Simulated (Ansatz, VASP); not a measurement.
## BiTe: VASP beside Ansatz

The input INCAR:

```
PREC = Accurate
ENCUT = 520
EDIFF = 1E-6
ISMEAR = -1
SIGMA = 0.03
LREAL = F
LASPH = T
NELM = 60
ALGO = Normal
ISIF = 2
LWAVE = F
LCHARG = T
GGA = PE
LELF = T
LVHAR = T
NBANDS = 18
```

The input KPOINTS:

```
Automatic mesh
0
Gamma
  10 10 10
```

File POSCAR:

```
BiTe
1.0
    0.0647000000      3.2350000000      3.2350000000
    3.2350000000      0.0647000000      3.2350000000
    3.2997000000      3.2997000000      0.0000000000
Bi Te
1 1
Direct
    0.0000000000      0.0000000000      0.0000000000
    0.5000000000      0.5000000000      0.5000000000
```

Input for Ansatz:

```yaml
crystal:
  lattice:
    - [0.0647, 3.235, 3.235]
    - [3.235, 0.0647, 3.235]
    - [3.2997, 3.2997, 0.0]
  atoms:
    - { symbol: Bi, position: [0.0, 0.0, 0.0] }
    - { symbol: Te, position: [0.5, 0.5, 0.5] }
kpoints:
  mp_grid: { grid: [10, 10, 10] }
scf:
  occupations: { method: fermi_dirac, width: 0.03 }
hamiltonian:
  xc: pbe
  pseudopotentials: { kind: all_electron, lapw: { basis_error: 0.00025 } }
output:
  forces: true
  stress: true
  eigenvalues: true
```

Change from the starting cell: xy shear strain of +4 %.

Alike in both runs: task single point; functional PBE; k mesh 10 × 10 × 10; occupations fermi-dirac, width 0.03 eV; no spin polarisation.

|  | VASP | Ansatz |
| --- | --- | --- |
| version | VASP 6.6.1 | Ansatz 0.2.0 |
| potentials or method | VASP PAW PBE potentials, release 64 (Bi_d, Te), cutoff 520 eV | all-electron LAPW, scalar-relativistic |

Ansatz gave:

```
pressure (GPa)                                                : 0.8
traceless stress, the component that is largest in VASP (GPa) : 0.08
```

Task: What did VASP give for the same quantities?

Result: Pressure (GPa): 0.7; traceless stress, the component that is largest in VASP (GPa): 0.08.

Ansatz ran all-electron here, and VASP with PAW potentials.

Spin-orbit coupling is off throughout.
